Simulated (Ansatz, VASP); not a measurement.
## Two plane-wave programs on Al3B2Sb

```xyz
6
Lattice="3.6971 0.0000 0.0000 -1.8485 3.2018 0.0000 0.0000 0.0000 9.1539" Properties=species:S:1:pos:R:3 pbc="T T T"
Al    0.0000    0.0000    2.4424
Al    1.8485    1.0673    4.4994
Al    0.0000    2.1345    9.3874
B     0.0000    0.0000    9.2959
B     1.8485    1.0673    2.4038
Sb    0.0000    2.1345    6.2979
```

Change from the starting cell: species swapped into the MnHg2Te3 type (P3m1, No. 156).

Alike in both runs: functional PBE; k mesh 5 × 5 × 2; occupations gaussian, width 0.2 eV; no spin polarisation.

Ansatz relaxed the structure, and its values are those at the end. VASP's run is a single point on that final structure, the one shown.

|  | VASP | Ansatz |
| --- | --- | --- |
| version | VASP 6.6.1 | Ansatz 0.2.0 |
| potentials or method | VASP PAW PBE potentials, release 64 (Al, B, Sb), cutoff 500 eV | scalar-relativistic, plane waves, PAW |
| valence electrons in the cell | 20 | 30 |

```csv
,VASP,Ansatz,Ansatz less VASP
gap on the k mesh at the Fermi level (eV),none,none,-
pressure (GPa),0.2,0.1,-0.01
rms of the force components (eV/Å),0.011,0.009,-0.0021
```

A gap of «none» marks a metal or a gap that the smearing closes. With one functional, cell and mesh, what is left measures potentials, basis and numerics. VASP's potentials hold 20 valence electrons a cell and Ansatz's 30, so a difference there can come from the potentials and not from the codes.

The k mesh is coarse, so the values compare programs but aren't converged. Neither program's run includes spin-orbit coupling.
